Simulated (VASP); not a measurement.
# P (P4_2/m) in VASP: further runs, part 2 of 2

VASP 6.6.1.

## Step 3: Relaxation of cell and atoms, PBE

This run uses another cell than the first one, of 13.26 Å³/atom.

INCAR

```
SYSTEM = P
PREC = Accurate
ENCUT = 600
EDIFF = 1E-6
ISMEAR = 0
SIGMA = 0.1
LREAL = .False.
LASPH = .True.
NELM = 80
ALGO = Normal
ISIF = 3
LWAVE = .False.
LCHARG = .False.
GGA = PE
IBRION = 2
NSW = 90
EDIFFG = -0.04
```

KPOINTS

```
Automatic mesh
0
Gamma
  6 6 4
  0 0 0
```

POSCAR

```
P
1.0
    3.6768179000      0.0000000000      0.0000000000
    0.0000000000      3.6768179000      0.0000000000
    0.0000000000      0.0000000000      5.8835433800
P
6
Direct
    0.0000000000      0.0000000000      0.2500000000
    0.0000000000      0.0000000000      0.7500000000
    0.6566823100      0.2368163300      0.5000000000
    0.3433176900      0.7631836700      0.5000000000
    0.7631836700      0.6566823100      0.0000000000
    0.2368163300      0.3433176900      0.0000000000
```

Potentials or basis: VASP PAW PBE potentials, release 64 (P).

Launch:

```console
cat potpaw_PBE.64/P/POTCAR > POTCAR
mpirun -np 1 vasp_std > vasp.out
```

OUTCAR:

```text
SYSTEM = P
   PREC = Accurate
   ENCUT = 600
   EDIFF = 1E-6
   ISMEAR = 0
   LREAL = .False.
   LASPH = .True.
   NELM = 80
   ISIF = 3
   GGA = PE
   IBRION = 2
   NSW = 90
   EDIFFG = -0.04

 ion  position               nearest neighbor table
   1  0.000  0.000  0.250-   3 2.12   4 2.12   5 2.12   6 2.12   2 2.94   2 2.94   3 2.96   5 2.96
                             6 2.96   4 2.96
   2  0.000  0.000  0.750-   3 2.12   4 2.12   5 2.12   6 2.12   1 2.94   1 2.94   3 2.96   5 2.96
                             6 2.96   4 2.96
   3  0.657  0.237  0.500-   4 2.09   2 2.12   1 2.12   4 2.25   1 2.96   2 2.96
   4  0.343  0.763  0.500-   3 2.09   2 2.12   1 2.12   3 2.25   1 2.96   2 2.96
   5  0.763  0.657  0.000-   6 2.09   2 2.12   1 2.12   6 2.25   2 2.96   1 2.96
   6  0.237  0.343  0.000-   5 2.09   2 2.12   1 2.12   5 2.25   2 2.96   1 2.96

  LATTYP: Found a simple tetragonal cell.
 ALAT       =     3.6768179000
 C/A-ratio  =     1.6001726330

  Lattice vectors:

 A1 = (   3.6768179000,   0.0000000000,   0.0000000000)
 A2 = (   0.0000000000,   3.6768179000,   0.0000000000)
 A3 = (   0.0000000000,   0.0000000000,   5.8835433800)

Analysis of symmetry for initial positions (statically):
=====================================================================
 Subroutine PRICEL returns:
 Original cell was already a primitive cell.

 Routine SETGRP: Setting up the symmetry group for a
 simple tetragonal supercell.

 Subroutine GETGRP returns: Found  8 space group operations
 (whereof  4 operations were pure point group operations)
 out of a pool of 16 trial point group operations.

The static configuration has the point symmetry C_2h.
 The point group associated with its full space group is C_4h.

Analysis of symmetry for dynamics (positions and initial velocities):
=====================================================================
 Subroutine PRICEL returns:
 Original cell was already a primitive cell.

 Routine SETGRP: Setting up the symmetry group for a
 simple tetragonal supercell.

 Subroutine GETGRP returns: Found  8 space group operations
 (whereof  4 operations were pure point group operations)
 out of a pool of 16 trial point group operations.

[... 113 lines left out ...]
   IBRION =      2    ionic relax: 0-MD 1-quasi-New 2-CG
   NFREE  =      1    steps in history (QN), initial steepest desc. (CG)
   ISIF   =      3    stress and relaxation
   ISYM   =      2    0-nonsym 1-usesym 2-fastsym
   POTIM  = 0.5000    time-step for ionic-motion
   TEBEG  =    0.0;   TEEND  =   0.0 temperature during run
   PSTRESS=    0.0 pullay stress
   NELECT =      30.0000    total number of electrons
   NUPDOWN=      -1.0000    fix difference up-down
   EMIN   =  10.00;   EMAX   =-10.00  energy-range for DOS
   EFERMI =   0.00;   METHOD = LEGACY
   ISMEAR =     0;   SIGMA  =   0.10  broadening in eV -4-tet -1-fermi 0-gaus
   EFERMI_NEDOS =   21; number of points for ismear=-14 and -15
   IALGO  =     38    algorithm
   IMIX   =      4    mixing-type and parameters
     AMIX     =   0.40;   BMIX     =  1.00
     AMIX_MAG =   1.60;   BMIX_MAG =  1.00
  volume/ion in A,a.u.               =      13.26        89.46
  Fermi-wavevector in a.u.,A,eV,Ry     =   1.182826  2.235217 19.035602  1.399077
  Thomas-Fermi vector in A             =   2.319072
   LORBIT       =      0    0 simple, 1 ext, 2 COOP (PROOUT), +10 PAW based schemes
   GGA     = PE    functional components
   LHFCALC =     F    Hartree Fock is set to
   AEXX    =    0.0000 exact exchange contribution
   IVDW    =     0    specifies the selected vdW correction
   LEPSILON=     F    determine dielectric tensor
   LRPA    =     F    only Hartree local field effects (RPA)
 conjugate gradient relaxation of ions
 non-spin polarized calculation
 Gauss-broadening in eV      SIGMA  =   0.10
  energy-cutoff  :      600.00
  volume of cell :       79.54
 maximum number of plane-waves:      2704
 NGX is ok and might be reduce to    30
   NGX = 15   NGY = 15   NGZ = 23

--------------------------------------- Ionic step        1  -------------------------------------------

 number of electron      30.0000002 magnetization

 Free energy of the ion-electron system (eV)
  ---------------------------------------------------
  ext. energy  EPLUGINS =         0.00000000
  ---------------------------------------------------
  free energy    TOTEN  =       -26.83728675 eV

  energy without entropy =      -26.81991828  energy(sigma->0) =      -26.82860252

 E-fermi :  11.3565     XC(G=0): -11.5984

 val. band max:       11.2974690393   @ k =   0.3333   0.0000   0.2500
 cond. band min:      11.3580289348   @ k =   0.5000   0.3333   0.2500
 fundamental gap:      0.0605598955
 Fermi energy:        11.3564800857
[... 1179 lines left out ...]
     18       8.5181      0.00000
     19       9.1703      0.00000

 [... further k-points ...]

[... ionic steps 4 to 15 ...]

--------------------------------------- Ionic step       16  -------------------------------------------

 number of electron      29.9999999 magnetization

------------------------ aborting loop because EDIFF is reached ----------------------------------------
[... 75 lines left out ...]
--------------------------------------- Ionic step       18  -------------------------------------------

 number of electron      30.0000002 magnetization

 Free energy of the ion-electron system (eV)
  ---------------------------------------------------
  ext. energy  EPLUGINS =         0.00000000
  ---------------------------------------------------
  free energy    TOTEN  =       -30.56387210 eV

  energy without entropy =      -30.54994671  energy(sigma->0) =      -30.55690941

 E-fermi :   6.2154     XC(G=0):  -9.5323

 val. band max:        6.1538735880   @ k =   0.1667   0.0000   0.0000
 cond. band min:       6.2247354635   @ k =   0.1667   0.1667   0.0000
 fundamental gap:      0.0708618755
 Fermi energy:         6.2153506950
[... 561 lines left out ...]
  FREE ENERGIE OF THE ION-ELECTRON SYSTEM (eV)
  ---------------------------------------------------
  free  energy   TOTEN  =       -30.5638721012 eV

  energy  without entropy=      -30.5499467143  energy(sigma->0) =      -30.55690941

 reached required accuracy - stopping structural energy minimisation
```

Run time: 4.4 min. Hardware: 1 thread of Intel Xeon 6975P-C (Granite Rapids), shared host; peak memory 0.21 GiB.

What came out:

* Free energy: -30.5639 eV
* Relaxed volume: 20.24 Å³/atom
* Relaxed cell: a = 4.595 Å, b = 4.595 Å, c = 5.752 Å, α = 90.00°, β = 90.00°, γ = 90.00°
* Space group after relaxing (to 0.1 Å): P4_2/m (No. 84)
* Energy gained by relaxing: 621.1 meV/atom
* Ionic steps: 18
* Pressure after relaxing: 0.0 GPa
* Largest force after relaxing: 0.022 eV/Å
* Band gap on the k mesh: zero (bands 15 and 16 overlap by 1.49 eV)

Forces on the atoms (eV/Å):
```
P    0.000  0.000  0.000
P    0.000  0.000  0.000
P    0.022 -0.005  0.000
P   -0.022  0.005  0.000
P    0.005  0.022  0.000
P   -0.005 -0.022  0.000
```

Step by step:
| step | energy change (eV) | largest force (eV/Å) | pressure (GPa) | volume (Å³) |
| --- | --- | --- | --- | --- |
| 1 | 0.0000 | 1.9878 | 36.81 | 79.54 |
| 2 | -1.9559 | 1.5774 | -7.63 | 119.94 |
| 3 | -2.4677 | 1.0010 | 1.11 | 103.64 |
| 4 | -2.4678 | 1.0327 | 0.67 | 104.24 |
| 5 | -2.7346 | 0.9654 | 0.21 | 106.70 |
| 6 | -3.4491 | 0.3087 | 0.10 | 113.94 |
| 7 | -2.9396 | 2.1685 | 7.98 | 127.51 |
| 8 | -3.5629 | 0.6867 | 1.94 | 118.85 |
| 9 | -3.5956 | 0.2135 | -2.15 | 128.30 |
| 10 | -3.6383 | 0.3392 | -0.54 | 124.19 |
| 11 | -3.6693 | 0.2874 | -0.18 | 122.25 |
| 12 | -3.6984 | 0.1641 | 0.76 | 118.34 |
| 13 | -3.7093 | 0.2343 | -0.65 | 119.97 |
| 14 | -3.7100 | 0.1980 | -0.40 | 119.64 |
| 15 | -3.7194 | 0.0811 | 0.24 | 119.23 |
| 16 | -3.7194 | 0.0814 | 0.24 | 119.23 |
| 17 | -3.7238 | 0.0567 | 0.14 | 120.05 |
| 18 | -3.7266 | 0.0223 | 0.00 | 121.43 |

Final structure:
```
P
1.0
     4.59470    0.00000    0.00000
     0.00000    4.59470    0.00000
     0.00000    0.00000    5.75193
P
6
Direct
  0.00000 0.00000 0.25000
  0.00000 0.00000 0.75000
  0.67056 0.18824 0.50000
  0.32943 0.81176 0.50000
  0.81176 0.67056 0.00000
  0.18824 0.32943 0.00000
```

Caveat: the volume moved by over 15 % at a fixed basis, so the end points are rough.

## Step 4: Relaxation of cell and atoms, PBE

This run uses another cell than the first one, of 20.20 Å³/atom.

INCAR

```
SYSTEM = P
ALGO = Normal
EDIFF = 1E-6
EDIFFG = -0.01
ENCUT = 600
GGA = PE
IBRION = 2
ISIF = 3
ISMEAR = 0
LASPH = .TRUE.
LCHARG = .FALSE.
LREAL = .FALSE.
LWAVE = .FALSE.
NELM = 100
NSW = 100
PREC = Accurate
SIGMA = 0.1
```

KPOINTS

```
k-points
0
G
  8 8 8
  0 0 0
```

POSCAR

```
P
1.0
    4.5905913171      0.0000000000      0.0000000000
    0.0000000000      4.5905913171      0.0000000000
    0.0000000000      0.0000000000      5.7511865205
P
6
Direct
    0.0000000000      0.0000000000      0.2500000000
    0.0000000000      0.0000000000      0.7500000000
    0.6733388560      0.1911513229      0.5000000000
    0.3266611440      0.8088486771      0.5000000000
    0.8088486771      0.6733388560      0.0000000000
    0.1911513229      0.3266611440      0.0000000000
```

Potentials or basis: VASP PAW PBE potentials, release 64 (P).

Launch:

```console
cat potpaw_PBE.64/P/POTCAR > POTCAR
mpirun -np 1 vasp_std > vasp.out
```

OUTCAR:

```text
SYSTEM = P
   EDIFF = 1E-6
   EDIFFG = -0.01
   ENCUT = 600
   GGA = PE
   IBRION = 2
   ISIF = 3
   ISMEAR = 0
   LASPH = .TRUE.
   LREAL = .FALSE.
   NELM = 100
   NSW = 100
   PREC = Accurate

 ion  position               nearest neighbor table
   1  0.000  0.000  0.250-   3 2.26   4 2.26   5 2.26   6 2.26   2 2.88   2 2.88
   2  0.000  0.000  0.750-   3 2.26   4 2.26   5 2.26   6 2.26   1 2.88   1 2.88
   3  0.673  0.191  0.500-   1 2.26   2 2.26   4 2.37
   4  0.327  0.809  0.500-   1 2.26   2 2.26   3 2.37
   5  0.809  0.673  0.000-   1 2.26   2 2.26   6 2.37
   6  0.191  0.327  0.000-   1 2.26   2 2.26   5 2.37

  LATTYP: Found a simple tetragonal cell.
 ALAT       =     4.5905913171
 C/A-ratio  =     1.2528204153

  Lattice vectors:

 A1 = (   4.5905913171,   0.0000000000,   0.0000000000)
 A2 = (   0.0000000000,   4.5905913171,   0.0000000000)
 A3 = (   0.0000000000,   0.0000000000,   5.7511865205)

Analysis of symmetry for initial positions (statically):
=====================================================================
 Subroutine PRICEL returns:
 Original cell was already a primitive cell.

 Routine SETGRP: Setting up the symmetry group for a
 simple tetragonal supercell.

 Subroutine GETGRP returns: Found  8 space group operations
 (whereof  4 operations were pure point group operations)
 out of a pool of 16 trial point group operations.

The static configuration has the point symmetry C_2h.
 The point group associated with its full space group is C_4h.

Analysis of symmetry for dynamics (positions and initial velocities):
=====================================================================
 Subroutine PRICEL returns:
 Original cell was already a primitive cell.

 Routine SETGRP: Setting up the symmetry group for a
 simple tetragonal supercell.

 Subroutine GETGRP returns: Found  8 space group operations
 (whereof  4 operations were pure point group operations)
 out of a pool of 16 trial point group operations.

[... 152 lines left out ...]

 Free energy of the ion-electron system (eV)
  ---------------------------------------------------
  ext. energy  EPLUGINS =         0.00000000
  ---------------------------------------------------
  free energy    TOTEN  =       -30.54050215 eV

  energy without entropy =      -30.52005968  energy(sigma->0) =      -30.53028092

------------------------ aborting loop because EDIFF is reached ----------------------------------------

  FORCE on cell =-STRESS in cart. coord.  units (eV):
  Direction    XX          YY          ZZ          XY          YZ          ZX
  --------------------------------------------------------------------------------------
  -------------------------------------------------------------------------------------
  Total       -0.1503609     -0.1503609      0.1925248     -0.0000004      0.0000000      0.0000000
  in kB       -1.9877002     -1.9877002      2.5450870     -0.0000057      0.0000000      0.0000000
  external PRESSURE =      -0.4767711 kB  Pullay stress =       0.0000000 kB
[... 101 lines left out ...]
  FREE ENERGIE OF THE ION-ELECTRON SYSTEM (eV)
  ---------------------------------------------------
  free  energy   TOTEN  =       -30.5472101246 eV

  energy  without entropy=      -30.5282256519  energy(sigma->0) =      -30.53771789

[... ionic steps 4 to 8 ...]

--------------------------------------- Ionic step        9  -------------------------------------------

 number of electron      30.0000002 magnetization

------------------------ aborting loop because EDIFF is reached ----------------------------------------
[... 75 lines left out ...]
--------------------------------------- Ionic step       11  -------------------------------------------

 number of electron      30.0000002 magnetization

 Free energy of the ion-electron system (eV)
  ---------------------------------------------------
  ext. energy  EPLUGINS =         0.00000000
  ---------------------------------------------------
  free energy    TOTEN  =       -30.55238962 eV

  energy without entropy =      -30.53444249  energy(sigma->0) =      -30.54341605

 E-fermi :   6.1379     XC(G=0):  -9.4708

 val. band max:        6.1327602560   @ k =  -0.2500   0.1250  -0.2500
 cond. band min:       6.1479439465   @ k =   0.1250   0.0000   0.1250
 fundamental gap:      0.0151836905
 Fermi energy:         6.1379263674

 k-point     1 :       0.0000    0.0000    0.0000
  band No.  band energies     occupation
      1      -9.8789      2.00000
      2      -6.9339      2.00000
      3      -5.4686      2.00000
      4      -3.9605      2.00000
      5      -3.9605      2.00000
      6      -2.9058      2.00000
[... 505 lines left out ...]
      6      -2.1001      2.00000
[... 11 lines left out ...]
     18       7.4309      0.00000
     19       8.5092      0.00000

 [... further k-points ...]

------------------------ aborting loop because EDIFF is reached ----------------------------------------

  FORCE on cell =-STRESS in cart. coord.  units (eV):
  Direction    XX          YY          ZZ          XY          YZ          ZX
  --------------------------------------------------------------------------------------
  -------------------------------------------------------------------------------------
  Total       -0.0028089     -0.0028089      0.0137667     -0.0000002      0.0000000      0.0000000
  in kB       -0.0366513     -0.0366513      0.1796298     -0.0000028      0.0000000      0.0000000
  external PRESSURE =       0.0354424 kB  Pullay stress =       0.0000000 kB
[... 21 lines left out ...]
  FREE ENERGIE OF THE ION-ELECTRON SYSTEM (eV)
  ---------------------------------------------------
  free  energy   TOTEN  =       -30.5523896217 eV

  energy  without entropy=      -30.5344424852  energy(sigma->0) =      -30.54341605

 reached required accuracy - stopping structural energy minimisation
```

Wall time 8.8 min (1 thread of Intel Xeon 6975P-C (Granite Rapids), shared host); peak memory 0.38 GiB.

Results:

```
Free energy                           : -30.5524 eV
Relaxed volume                        : 20.46 Å³/atom
Relaxed cell                          : a = 4.604 Å, b = 4.604 Å, c = 5.793 Å, α = 90.00°, β = 90.00°, γ = 90.00°
Space group after relaxing (to 0.1 Å) : P4_2/m (No. 84)
Energy gained by relaxing             : 2.0 meV/atom
Ionic steps                           : 11
Pressure after relaxing               : 0.0 GPa
Largest force after relaxing          : 0.008 eV/Å
Band gap on the k mesh                : zero (bands 15 and 16 overlap by 1.37 eV)
```

Forces in eV/Å, atoms in the order of the input:
```
P    0.000  0.000  0.000
P    0.000  0.000  0.000
P    0.008  0.000  0.000
P   -0.008  0.000  0.000
P    0.000  0.008  0.000
P    0.000 -0.008  0.000
```

Step by step:
```csv
step,energy change (eV),largest force (eV/Å),pressure (GPa),volume (Å³)
1,0.0000,0.1344,-0.05,121.20
2,-0.0036,0.1084,0.15,121.09
3,-0.0067,0.0756,0.52,120.91
4,-0.0091,0.0528,0.29,121.45
5,-0.0109,0.0411,-0.10,122.48
6,-0.0114,0.0264,-0.04,122.51
7,-0.0116,0.0161,0.04,122.56
8,-0.0117,0.0175,0.07,122.57
9,-0.0118,0.0172,0.00,122.72
10,-0.0118,0.0181,-0.05,122.83
11,-0.0119,0.0076,0.00,122.79
```

Final structure:
```yaml
crystal:
  lattice:
    - [4.60387, 0.00000, 0.00000]
    - [0.00000, 4.60387, 0.00000]
    - [0.00000, 0.00000, 5.79315]
  atoms:
    - { symbol: P, position: [0.00000, 0.00000, 0.25000] }
    - { symbol: P, position: [0.00000, 0.00000, 0.75000] }
    - { symbol: P, position: [0.66763, 0.18491, 0.50000] }
    - { symbol: P, position: [0.33237, 0.81509, 0.50000] }
    - { symbol: P, position: [0.81509, 0.66763, 0.00000] }
    - { symbol: P, position: [0.18491, 0.33237, 0.00000] }
```

Levels at points of the mesh, in eV from the Fermi level:
```tsv
k point	band 12	band 13	band 14	band 15	band 16	band 17	band 18	band 19
(0.00, 0.00, 0.00)	-3.49	-3.49	-3.11	-1.59	0.12	0.12	1.77	1.85
(0.50, 0.00, 0.00)	-3.26	-2.81	-2.52	-0.56	0.27	0.61	1.13	2.28
(0.50, 0.50, 0.00)	-2.96	-1.27	-1.27	0.91	1.55	1.77	2.43	2.43
(0.00, 0.00, 0.50)	-4.05	-2.52	-2.52	0.13	0.13	1.04	1.04	2.20
(0.50, 0.00, 0.50)	-3.66	-3.08	-2.40	-1.09	0.22	1.51	1.57	1.97
(0.50, 0.50, 0.50)	-3.71	-1.23	-1.23	0.69	0.69	1.52	1.52	2.36
```

## Step 5: The runs side by side

| task | cell | k mesh | cutoff (eV) | gap on the mesh (eV) | pressure (GPa) | relaxed volume (Å³/atom) | largest force (eV/Å) |
| --- | --- | --- | --- | --- | --- | --- | --- |
| single point | a = 4.606, b = 4.606, c = 5.801 Å, 6 atoms, atomic positions A | 8 × 8 × 8 | 520 | none | -0.2 | - | 0.04 |
| relaxation of cell and atoms | relaxed from a = 3.677, b = 3.677, c = 5.884 Å, 6 atoms, atomic positions B | 6 × 6 × 4 | 600 | none | 0.0 | 20.24 | 0.02 |
| relaxation of cell and atoms | relaxed from a = 4.591, b = 4.591, c = 5.751 Å, 6 atoms, atomic positions C | 8 × 8 × 8 | 600 | none | 0.0 | 20.46 | 0.01 |

Alike in all rows: level PBE; potentials or basis VASP PAW PBE potentials, release 64 (P); no spin polarisation; smearing gaussian 0.1 eV.

Caveats: the volume moved by over 15 % at a fixed basis, so the end points are rough (at least some runs).

Absolute energies hang on the potentials; compare differences alone.

The gap in the log of VASP goes by the Fermi energy; the results here count the filled bands.